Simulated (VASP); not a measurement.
CaO: single point with LDA

CaO:

```xyz
2
Lattice="0.0000 2.4857 2.4123 2.4857 0.0000 2.4123 2.4857 2.4857 0.0000" Properties=species:S:1:pos:R:3 pbc="T T T"
Ca    0.0000    0.0000    0.0000
O     2.4857    2.4857    2.4123
```

This cell differs from its parent crystal: strain +0.015 along x and y, -0.015 along z.

- Program: VASP 6.6.1
- Task: single point
- Functional: LDA
- Potentials or basis: VASP PAW LDA potentials, release 64 (Ca_sv, O)
- Cutoff: 520 eV
- k mesh: 8 × 8 × 8
- Occupations: gaussian, width 0.05 eV
- Spin: no spin polarisation

- Pressure: -12.1 GPa
- Band gap on the k mesh: 3.38 eV, indirect (least direct gap 3.86 eV)

Stress tensor (GPa, compression positive):
```
-13.03   0.00   0.00
  0.00 -13.03   0.00
  0.00   0.00 -10.18
```

Levels at points of the mesh, in eV from the valence-band top:
```tsv
k point	band 6	band 7	band 8	band 9	band 10	band 11
(0.00, 0.00, 0.00)	-0.06	-0.06	0.00	3.95	5.84	5.84
(0.50, 0.00, 0.00)	-2.58	-1.14	-1.14	6.59	7.74	7.88
(0.50, 0.50, 0.00)	-1.27	-0.48	-0.48	3.38	7.49	8.43
(0.50, 0.00, 0.50)	-1.42	-0.42	-0.38	3.48	7.43	8.46
```

Run time: 20 s on 1 thread of Intel(R) Xeon(R) Platinum 8488C (Sapphire Rapids), on a shared host, peak memory 0.15 GiB.

Caveat: the cell differs from its parent crystal (strain +0.015 along x and y, -0.015 along z). A k mesh can miss the band edges.
